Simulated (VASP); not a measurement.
A run of VASP 6.6.1:

The input INCAR:

```
SYSTEM = ZrCu
  ALGO = Normal
  EDIFF = 1E-6
  ENCUT = 520
  GGA = CA
  ISIF = 2
  ISMEAR = -1
  LASPH = .TRUE.
  LCHARG = .FALSE.
  LREAL = .FALSE.
  LWAVE = .FALSE.
  NBANDS = 18
  NELM = 80
  PREC = Accurate
  SIGMA = 0.05
```

KPOINTS

```
k-points
0
G
  11 11 11
  0 0 0
```

File POSCAR:

```
ZrCu
1.0
    3.2526640000     -0.0542110667      0.0000000000
   -0.0542110667      3.2526640000      0.0000000000
    0.0000000000      0.0000000000      3.2526640000
Zr Cu
1 1
Direct
    0.5000000000      0.5000000000      0.5000000000
    0.0000000000      0.0000000000      0.0000000000
```

Potentials or basis: VASP PAW LDA potentials, release 64 (Zr_sv, Cu).

The run is started by

```sh
$ cat potpaw_LDA.64/Zr_sv/POTCAR potpaw_LDA.64/Cu/POTCAR > POTCAR
$ mpirun -np 1 vasp_std > vasp.out
```

Hardware: 1 thread of AMD EPYC 9R45 96-Core Processor (Zen 5) (shared host).

How long does it take, and how much memory?

It took 49 s on 1 thread of AMD EPYC 9R45 96-Core Processor (Zen 5) (shared host), peak memory 0.21 GiB. Counts: scf iterations 14, k points 216.
